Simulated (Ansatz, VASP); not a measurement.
**One calculation of Be, two programs**

INCAR

```
ALGO = Fast
EDIFF = 1E-6
ENCUT = 520
GGA = PE
ISIF = 2
ISMEAR = 0
IVDW = 12
LASPH = True
LCHARG = False
LREAL = False
LWAVE = False
NBANDS = 9
NELM = 80
PREC = Accurate
SIGMA = 0.15
```

File KPOINTS:

```
k-points
0
Gamma
  24 24 12
```

Contents of POSCAR:

```
Be
1.0
    2.2511737121      0.0000000000      0.0000000000
   -1.1255868561      1.9495736230      0.0000000000
    0.0000000000      0.0000000000      3.5585571504
Be
2
Direct
    0.3019449737      0.6666666667      0.2500000000
    0.6980550263      0.3333333333      0.7500000000
```

Input for Ansatz:

```yaml
crystal:
  lattice:
    - [2.2511737121, 0.0, 0.0]
    - [-1.1255868561, 1.949573623, 0.0]
    - [0.0, 0.0, 3.5585571504]
  atoms:
    - { symbol: Be, position: [0.3019449737, 0.6666666667, 0.25] }
    - { symbol: Be, position: [0.6980550263, 0.3333333333, 0.75] }
basis:
  ecutwfc: 520.0
kpoints:
  mp_grid: { grid: [24, 24, 12] }
hamiltonian:
  xc: pbe
  dispersion: d3bj
scf:
  occupations: { method: gaussian, width: 0.15 }
output:
  forces: true
  stress: true
  eigenvalues: true
```

Change from the starting cell: mode 4 frozen in at -0.070 Å, equal normal strain along x, y and z +0.0167.

Alike in both runs: task single point; functional PBE; dispersion D3(BJ); k mesh 24 × 24 × 12; occupations gaussian, width 0.15 eV; no spin polarisation.

```csv
,VASP,Ansatz
version,VASP 6.6.1,Ansatz 0.2.0
potentials or method,"VASP PAW PBE potentials, release 64 (Be), cutoff 520 eV","scalar-relativistic, plane waves, PAW"
valence electrons in the cell,4,4
```

|  | VASP | Ansatz | Ansatz less VASP |
| --- | --- | --- | --- |
| gap on the k mesh at the Fermi level (eV) | none | none | - |
| pressure (GPa) | -5.6 | -5.7 | -0.16 |
| traceless stress, the component that is largest in VASP (GPa) | 3.76 | 3.74 | -0.018 |
| rms of the force components (eV/Å) | 0.293 | 0.293 | -0.0001 |

Atom by atom the forces differ by 0.000 eV/Å (rms over components). A gap of «none» marks a metal or a gap that the smearing closes.
